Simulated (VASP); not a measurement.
# HgTe (I-4m2) in VASP: single point with LDA

Aim: the single point of HgTe with LDA.

Everything below comes from runs of VASP 6.6.1. Logs are shortened: lines on timing, memory, paths and dates and some standing lists are left out, and cuts for length are marked.

### Step 1. The cell of the first run

Symmetry: I-4m2, No. 119, tetragonal system. The conventional cell has a = 4.559 Å, b = 4.559 Å, c = 6.576 Å, α = 90.00°, β = 90.00°, γ = 90.00°. Hg (site symmetry -4m2) has 4 Te at 2.81 Å within 3.7 Å. Within 3.7 Å of Te (site symmetry -4m2) lie 4 Hg at 2.81 Å.

### Step 2. Single point, LDA (zz strain of +2 %)

INCAR

```
  PREC = Accurate
  ENCUT = 520
  EDIFF = 1E-6
  ISMEAR = -1
  SIGMA = 0.03
  LREAL = False
  LASPH = True
  NELM = 100
  ALGO = Normal
  ISIF = 2
  LWAVE = False
  LCHARG = False
  NBANDS = 16
```

KPOINTS

```
Automatic mesh
0
Gamma
  11 11 11
```

POSCAR

```
HgTe
1.0
    0.0000000000      3.2235000000      3.2879700000
    3.2235000000      0.0000000000      3.2879700000
    3.2235000000      3.2235000000      0.0000000000
Hg Te
1 1
Direct
    0.0000000000      0.0000000000      0.0000000000
    0.7500000000      0.7500000000      0.7500000000
```

Potentials or basis: VASP PAW LDA potentials, release 64 (Hg, Te).

The run is started by

```console
> cat potpaw_LDA.64/Hg/POTCAR potpaw_LDA.64/Te/POTCAR > POTCAR
> mpirun -np 1 vasp_std > vasp.out
```

OUTCAR:

```text
PREC = Accurate
   ENCUT = 520
   EDIFF = 1E-6
   ISMEAR = -1
   LREAL = False
   LASPH = True
   NELM = 100
   ISIF = 2

 ion  position               nearest neighbor table
   1  0.000  0.000  0.000-   2 2.81   2 2.81   2 2.81   2 2.81
   2  0.750  0.750  0.750-   1 2.81   1 2.81   1 2.81   1 2.81

  LATTYP: Found a body centered tetragonal cell.
 ALAT       =     4.5587174183
 C/A-ratio  =     1.4424978336

  Lattice vectors:

 A1 = (  -3.2235000000,   0.0000000000,   3.2879700000)
 A2 = (   3.2235000000,   0.0000000000,   3.2879700000)
 A3 = (   0.0000000000,   3.2235000000,  -3.2879700000)

Analysis of symmetry for initial positions (statically):
=====================================================================
 Subroutine PRICEL returns:
 Original cell was already a primitive cell.

 Routine SETGRP: Setting up the symmetry group for a
 body centered tetragonal supercell.

 Subroutine GETGRP returns: Found  8 space group operations
 (whereof  8 operations were pure point group operations)
 out of a pool of 16 trial point group operations.

The static configuration has the point symmetry D_2d.

Analysis of symmetry for dynamics (positions and initial velocities):
=====================================================================
 Subroutine PRICEL returns:
 Original cell was already a primitive cell.

 Routine SETGRP: Setting up the symmetry group for a
 body centered tetragonal supercell.

 Subroutine GETGRP returns: Found  8 space group operations
 (whereof  8 operations were pure point group operations)
 out of a pool of 16 trial point group operations.

The dynamic configuration has the point symmetry D_2d.

 Subroutine INISYM returns: Found  8 space group operations
 (whereof  8 operations are pure point group operations),
 and found     1 'primitive' translations

----------------------------------------------------------------------------------------

                                     Primitive cell

  volume of cell :      68.3303

  direct lattice vectors                    reciprocal lattice vectors
     0.000000000  3.223500000  3.287970000    -0.155110904  0.155110904  0.152069514
     3.223500000  0.000000000  3.287970000     0.155110904 -0.155110904  0.152069514
     3.223500000  3.223500000  0.000000000     0.155110904  0.155110904 -0.152069514

  length of vectors
     4.604530266  4.604530266  4.558717418     0.266915572  0.266915572  0.266915572

  position of ions in fractional coordinates (direct lattice)
     0.000000000  0.000000000  0.000000000
     0.750000000  0.750000000  0.750000000

  ion indices of the primitive-cell ions
   primitive index   ion index
                 1           1
                 2           2

----------------------------------------------------------------------------------------

 KPOINTS: Automatic mesh

Automatic generation of k-mesh.
 Grid dimensions read from file:
 generate k-points for:   11   11   11

 Generating k-lattice:

  Cartesian coordinates                     Fractional coordinates (reciprocal lattice)
    -0.014100991  0.014100991  0.013824501     0.090909091  0.000000000  0.000000000
     0.014100991 -0.014100991  0.013824501     0.000000000  0.090909091  0.000000000
     0.014100991  0.014100991 -0.013824501     0.000000000  0.000000000  0.090909091

  Length of vectors
     0.024265052  0.024265052  0.024265052

  Shift w.r.t. Gamma in fractional coordinates (k-lattice)
     0.000000000  0.000000000  0.000000000

 Subroutine IBZKPT returns following result:
 ===========================================

 Found    126 irreducible k-points:

 Following reciprocal coordinates:
            Coordinates               Weight
  0.000000  0.000000  0.000000      1.000000
  0.090909  0.000000  0.000000      8.000000
  0.181818 -0.000000  0.000000      8.000000
  0.272727  0.000000  0.000000      8.000000
  0.363636  0.000000  0.000000      8.000000
  0.454545 -0.000000  0.000000      8.000000
[... 16 lines left out ...]
 -0.272727  0.181818  0.000000      8.000000
 -0.181818  0.181818  0.000000      4.000000
 [... further k-points ...]
   k-points           NKPTS =    126   k-points in BZ     NKDIM =    126   number of bands    NBANDS=     16
   number of dos      NEDOS =    301   number of ions     NIONS =      2
   total plane-waves  NPLWV =  46656
   dimension x,y,z NGX =    36 NGY =   36 NGZ =   36
   dimension x,y,z NGXF=    72 NGYF=   72 NGZF=   72
   ions per type =               1   1
   NGX,Y,Z   is equivalent  to a cutoff of  13.00, 13.00, 13.13 a.u.
   NGXF,Y,Z  is equivalent  to a cutoff of  26.00, 26.00, 26.26 a.u.
 SYSTEM =  unknown system
   PREC   = accura    normal or accurate (medium, high low for compatibility)
   ISTART =      0    job   : 0-new  1-cont  2-samecut
   ICHARG =      2    charge: 1-file 2-atom 10-const
   ISPIN  =      1    spin polarized calculation?
   LNONCOLLINEAR =      F non collinear calculations
   LSORBIT =      F    spin-orbit coupling
   LASPH  =      T    aspherical Exc in radial PAW
   ENCUT  =  520.0 eV  38.22 Ry    6.18 a.u.   8.56  8.56  8.48*2*pi/ulx,y,z
   NELM   =    100;   NELMIN=  2; NELMDL= -5     # of ELM steps
   EDIFF  = 0.1E-05   stopping-criterion for ELM
   LREAL  =      F    real-space projection
   EDIFFG = 0.1E-04   stopping-criterion for IOM
   NSW    =      0    number of steps for IOM
   IBRION =     -1    ionic relax: 0-MD 1-quasi-New 2-CG
   NFREE  =      0    steps in history (QN), initial steepest desc. (CG)
   ISIF   =      2    stress and relaxation
   ISYM   =      2    0-nonsym 1-usesym 2-fastsym
   POTIM  = 0.5000    time-step for ionic-motion
   TEBEG  =    0.0;   TEEND  =   0.0 temperature during run
   PSTRESS=    0.0 pullay stress
   NELECT =      18.0000    total number of electrons
   NUPDOWN=      -1.0000    fix difference up-down
   EMIN   =  10.00;   EMAX   =-10.00  energy-range for DOS
   EFERMI =   0.00;   METHOD = LEGACY
   ISMEAR =    -1;   SIGMA  =   0.03  broadening in eV -4-tet -1-fermi 0-gaus
   EFERMI_NEDOS =   21; number of points for ismear=-14 and -15
   IALGO  =     38    algorithm
   IMIX   =      4    mixing-type and parameters
     AMIX     =   0.40;   BMIX     =  1.00
     AMIX_MAG =   1.60;   BMIX_MAG =  1.00
  volume/ion in A,a.u.               =      34.17       230.56
  Fermi-wavevector in a.u.,A,eV,Ry     =   1.049449  1.983171 14.984679  1.101343
  Thomas-Fermi vector in A             =   2.184412
   LORBIT       =      0    0 simple, 1 ext, 2 COOP (PROOUT), +10 PAW based schemes
   GGA     = CA    functional components
   LHFCALC =     F    Hartree Fock is set to
   AEXX    =    0.0000 exact exchange contribution
   IVDW    =     0    specifies the selected vdW correction
   LEPSILON=     F    determine dielectric tensor
   LRPA    =     F    only Hartree local field effects (RPA)
 non-spin polarized calculation
  energy-cutoff  :      520.00
  volume of cell :       68.33
 maximum number of plane-waves:      1864
   NGX = 17   NGY = 17   NGZ = 17

 number of electron      18.0000002 magnetization

 Free energy of the ion-electron system (eV)
  ---------------------------------------------------
  ext. energy  EPLUGINS =         0.00000000
  ---------------------------------------------------
  free energy    TOTEN  =        -5.03418335 eV

  energy without entropy =       -5.03405278  energy(sigma->0) =       -5.03411807

 E-fermi :   2.8160     XC(G=0):  -9.0483

 val. band max:        2.7963981444   @ k =   0.0000   0.0000   0.0000
 cond. band min:       3.1925245297   @ k =   0.0909   0.0000   0.0000
 fundamental gap:      0.3961263853
 Fermi energy:         2.8160098190

 k-point     1 :       0.0000    0.0000    0.0000
  band No.  band energies     occupation
      1      -9.1811      2.00000
      2      -4.5324      2.00000
      3      -4.5279      2.00000
      4      -4.5279      2.00000
      5      -4.0184      2.00000
      6      -4.0040      2.00000
[... 8 lines left out ...]
     15      12.1272      0.00000
     16      12.3278      0.00000

 k-point     2 :       0.0909    0.0000    0.0000
  band No.  band energies     occupation
      1      -9.1404      2.00000
      2      -4.5212      2.00000
      3      -4.5163      2.00000
      4      -4.5141      2.00000
      5      -4.0193      2.00000
      6      -4.0058      2.00000
[... 8 lines left out ...]
     15      11.5103      0.00000
     16      11.7188      0.00000

 k-point     3 :       0.1818   -0.0000    0.0000
  band No.  band energies     occupation
      1      -9.0281      2.00000
      2      -4.4913      2.00000
      3      -4.4863      2.00000
      4      -4.4617      2.00000
      5      -4.0198      2.00000
      6      -4.0087      2.00000
[... 8 lines left out ...]
     15      11.1497      0.00000
     16      11.2676      0.00000

 k-point     4 :       0.2727    0.0000    0.0000
  band No.  band energies     occupation
      1      -8.8742      2.00000
      2      -4.4564      2.00000
      3      -4.4500      2.00000
      4      -4.3361      2.00000
      5      -4.0147      2.00000
      6      -4.0077      2.00000
[... 8 lines left out ...]
     15      11.2341      0.00000
     16      11.2697      0.00000
[... 324 lines left out ...]
 k-point    22 :      -0.3636    0.1818    0.0000
  band No.  band energies     occupation
      1      -8.5815      2.00000
      2      -4.3890      2.00000
      3      -4.3638      2.00000
      4      -4.0406      2.00000
      5      -4.0118      2.00000
      6      -3.7933      2.00000
[... 8 lines left out ...]
     15      11.4865      0.00000
     16      12.4137      0.00000

 k-point    23 :      -0.2727    0.1818    0.0000
  band No.  band energies     occupation
      1      -8.6831      2.00000
      2      -4.3994      2.00000
      3      -4.3971      2.00000
      4      -4.1628      2.00000
      5      -4.0269      2.00000
      6      -3.9437      2.00000
[... 8 lines left out ...]
     15      11.7830      0.00000
     16      12.9521      0.00000

 k-point    24 :      -0.1818    0.1818    0.0000
  band No.  band energies     occupation
      1      -8.8202      2.00000
      2      -4.4378      2.00000
      3      -4.4273      2.00000
      4      -4.3237      2.00000
      5      -4.0297      2.00000
      6      -3.9825      2.00000
[... 8 lines left out ...]
     15      11.7505      0.00000
     16      11.9714      0.00000

 [... further k-points ...]

------------------------ aborting loop because EDIFF is reached ----------------------------------------

  FORCE on cell =-STRESS in cart. coord.  units (eV):
  Direction    XX          YY          ZZ          XY          YZ          ZX
  --------------------------------------------------------------------------------------
  -------------------------------------------------------------------------------------
  Total       -0.3334166     -0.3334166     -0.4863053      0.0000000     -0.0000000      0.0000000
  in kB       -7.8178010     -7.8178010    -11.4026667      0.0000000     -0.0000000      0.0000000
  external PRESSURE =      -9.0127562 kB  Pullay stress =       0.0000000 kB

 VOLUME and BASIS-vectors are now :
 -----------------------------------------------------------------------------
  energy-cutoff  :      520.00
  volume of cell :       68.33
      direct lattice vectors                 reciprocal lattice vectors
     0.000000000  3.223500000  3.287970000    -0.155110904  0.155110904  0.152069514
     3.223500000  0.000000000  3.287970000     0.155110904 -0.155110904  0.152069514
     3.223500000  3.223500000  0.000000000     0.155110904  0.155110904 -0.152069514

 POSITION                                       TOTAL-FORCE (eV/Angst)
 -----------------------------------------------------------------------------------
      0.00000      0.00000      0.00000        -0.000000     -0.000000      0.000000
      4.83525      4.83525      4.93196         0.000000      0.000000     -0.000000
 -----------------------------------------------------------------------------------
    total drift:                                0.000000      0.000000      0.000000

  FREE ENERGIE OF THE ION-ELECTRON SYSTEM (eV)
  ---------------------------------------------------
  free  energy   TOTEN  =        -5.0341833498 eV

  energy  without entropy=       -5.0340527842  energy(sigma->0) =       -5.03411807
```

Run time: 1.8 min. Hardware: 1 thread of Intel Xeon 8259CL, shared host; peak memory 0.28 GiB.

Results:

* Free energy: -5.0342 eV
* Pressure: -0.9 GPa
* Band gap on the k mesh: zero (filled and empty bands touch)

Stress tensor (GPa, compression positive):
```
-0.78  0.00  0.00
 0.00 -0.78  0.00
 0.00  0.00 -1.14
```

Caveat: the cell differs from its parent crystal (zz strain of +2 %); semilocal functionals underestimate gaps, so a narrow gap can read as zero; spin-orbit coupling is left out, which moves the levels of the heavy elements.
